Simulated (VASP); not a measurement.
Here is a VASP 6.6.1 calculation.

Contents of INCAR:

```
SYSTEM = SnO2
PREC = Accurate
ENCUT = 600
EDIFF = 1E-6
ISMEAR = -1
SIGMA = 0.02
LREAL = .FALSE.
LASPH = .TRUE.
NELM = 120
ALGO = Normal
ISIF = 2
LWAVE = .FALSE.
LCHARG = .TRUE.
GGA = PE
LELF = .TRUE.
LVHAR = .TRUE.
NBANDS = 35
GGA_COMPAT = .FALSE.
```

Contents of KPOINTS:

```
Automatic mesh
0
G
  6 6 8
  0 0 0
```

The input POSCAR:

```
SnO2
1.0
    4.8271899938      0.0000000000      0.0000000000
    0.0000000000      4.8271899938      0.0000000000
    0.0000000000      0.0000000000      3.2381523545
Sn O
2 4
Direct
    0.5000000000      0.5000000000      0.5000000000
    0.0000000000      0.0000000000      0.0000000000
    0.1934234794      0.8065765206      0.5000000000
    0.8065765206      0.1934234794      0.5000000000
    0.3065765206      0.3065765206      0.0000000000
    0.6934234794      0.6934234794      0.0000000000
```

Potentials or basis: VASP PAW PBE potentials, release 64 (Sn_d, O).

Run with:

```sh
$ cat potpaw_PBE.64/Sn_d/POTCAR potpaw_PBE.64/O/POTCAR > POTCAR
$ mpirun -np 1 vasp_std > vasp.out
```

Question: Predict the band gap on the k mesh.

Answer: 0.67 eV.

Question: Estimate the largest force.

Answer: 0.016 eV/Å.

Question: Estimate the pressure.

Answer: 0.4 GPa.

Stress tensor (GPa, compression positive):
```
0.36 0.00 0.00
0.00 0.36 0.00
0.00 0.00 0.63
```

Caveat: semilocal functionals underestimate gaps, and a narrow one can read as zero; spin-orbit coupling is left out, which moves the levels of the heavy elements.
